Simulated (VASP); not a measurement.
Wanted: the native input for a VASP 6.6.1 run.

* Task: single point
* Functional: PBE
* Potentials or basis: VASP PAW PBE potentials, release 64 (Cl)
* Cutoff: 520 eV
* k mesh: 8 × 8 × 11
* Occupations: fermi-dirac, width 0.05 eV
* Spin: no spin polarisation
* Dipole correction: no
* Further INCAR settings: ALGO = Normal; EDIFF = 1e-06; NBANDS = 18

The structure of Cl lies in POSCAR:

```
Cl
1.0
    6.3753481436      0.0000000000      0.0000000000
   -3.1876740718      5.5212134503      0.0000000000
    0.0000000000      0.0000000000      2.2585308002
Cl
3
Direct
    0.0000000000      0.0000000000      0.0000000000
    0.3333333333      0.6666666667      0.5000000000
    0.6666666667      0.3333333333      0.5000000000
```

These files were run (other wordings do the same):

INCAR

```
SYSTEM = Cl
PREC = Accurate
ENCUT = 520
EDIFF = 1E-6
ISMEAR = -1
SIGMA = 0.05
LREAL = .FALSE.
LASPH = .TRUE.
NELM = 60
ALGO = Normal
ISIF = 2
LWAVE = .FALSE.
LCHARG = .TRUE.
GGA = PE
LELF = .TRUE.
LVHAR = .TRUE.
NBANDS = 18
```

KPOINTS

```
Automatic mesh
0
G
  8 8 11
  0 0 0
```

Potentials or basis: VASP PAW PBE potentials, release 64 (Cl).

Command:

```bash
$ cat potpaw_PBE.64/Cl/POTCAR > POTCAR
$ mpirun -np 1 vasp_std > vasp.out
```

It gave:

* Pressure: 1.2 GPa
* Band gap on the k mesh: zero (an odd number of electrons rules out a gap without spin polarisation)

Caveat: an odd number of electrons without spin polarisation forces a metal; a magnetic or distorted state may lie lower.

Run time: 48 s on 1 thread of AMD EPYC 9R45 (Zen 5), with other jobs on the host, peak memory 0.18 GiB.
